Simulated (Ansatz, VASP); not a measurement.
# SnTeS4: VASP beside Ansatz

Contents of INCAR:

```
SYSTEM = SnTeS4
ALGO     = Normal         ! electronic algorithm
EDIFF    = 1E-6           ! SCF threshold, eV
EDIFFG   = -0.01          ! ionic threshold
ENCUT    = 600            ! plane-wave cutoff, eV
GGA      = PE             ! functional
IBRION   = 2              ! ionic algorithm
ISIF     = 3              ! what is computed and relaxed
ISMEAR   = 0              ! smearing method
LASPH    = .TRUE.         ! aspherical terms in the spheres
LCHARG   = .FALSE.        ! write CHGCAR
LREAL    = .FALSE.        ! projectors in reciprocal space
LWAVE    = .FALSE.        ! write WAVECAR
NELM     = 80             ! most SCF steps
NSW      = 100            ! ionic steps
PREC     = Accurate       ! precision mode
SIGMA    = 0.02           ! smearing width, eV
```

Contents of KPOINTS:

```
k-points
0
G
  12 12 2
  0 0 0
```

The input POSCAR:

```
SnTeS4
1.0
    3.7687509401      0.0000000000      0.0000000000
   -1.8843754700      3.2638340547      0.0000000000
    0.0000000000      0.0000000000     13.1031694332
Sn Te S
1 1 4
Direct
    0.0000000000      0.0000000000      0.5000000000
    0.0000000000      0.0000000000      0.0000000000
    0.6666666667      0.3333333333      0.8795706304
    0.6666666667      0.3333333333      0.3891621799
    0.3333333333      0.6666666667      0.6108378201
    0.3333333333      0.6666666667      0.1204293696
```

Input for Ansatz:

```yaml
crystal:
  lattice:
    - [3.7687509401, 0.0, 0.0]
    - [-1.88437547, 3.2638340547, 0.0]
    - [0.0, 0.0, 13.1031694332]
  atoms:
    - { symbol: Sn, position: [0.0, 0.0, 0.5] }
    - { symbol: Te, position: [0.0, 0.0, 0.0] }
    - { symbol: S, position: [0.6666666667, 0.3333333333, 0.8795706304] }
    - { symbol: S, position: [0.6666666667, 0.3333333333, 0.3891621799] }
    - { symbol: S, position: [0.3333333333, 0.6666666667, 0.6108378201] }
    - { symbol: S, position: [0.3333333333, 0.6666666667, 0.1204293696] }
basis:
  ecutwfc: 420
kpoints:
  mp_grid: { grid: [12, 12, 2] }
hamiltonian:
  xc: pbe
scf:
  occupations: { method: gaussian, width: 0.02 }
output:
  forces: true
  stress: true
  eigenvalues: true
relax:
  adjacent_minimum: "off"
  f_tol: 0.01
  max_steps: 80
  cell: { stress_tol: 0.05 }
```

Change from the starting cell: species swapped into the ZrTiS4 type (P-3m1, No. 164).

Alike in both runs: task relaxation of cell and atoms; functional PBE; k mesh 12 × 12 × 2; occupations gaussian, width 0.02 eV; no spin polarisation.

|  | VASP | Ansatz |
| --- | --- | --- |
| version | VASP 6.6.1 | Ansatz 0.2.0 |
| potentials or method | VASP PAW PBE potentials, release 64 (Sn_d, Te, S), cutoff 600 eV | scalar-relativistic, plane waves, PAW |
| valence electrons in the cell | 44 | 54 |

```tsv
	VASP	Ansatz	Ansatz less VASP
gap on the k mesh at the Fermi level, each at its own relaxed structure (eV)	0.64	0.64	+0.003
relaxed volume (Å³/atom)	28.00	28.16	+0.153
relaxed length of the cell vector where the two differ most in proportion (Å)	13.718	13.778	+0.0602
```

VASP's potentials hold 44 valence electrons a cell and Ansatz's 54, so a difference there can come from the potentials and not from the codes.

Spin-orbit coupling is off throughout.
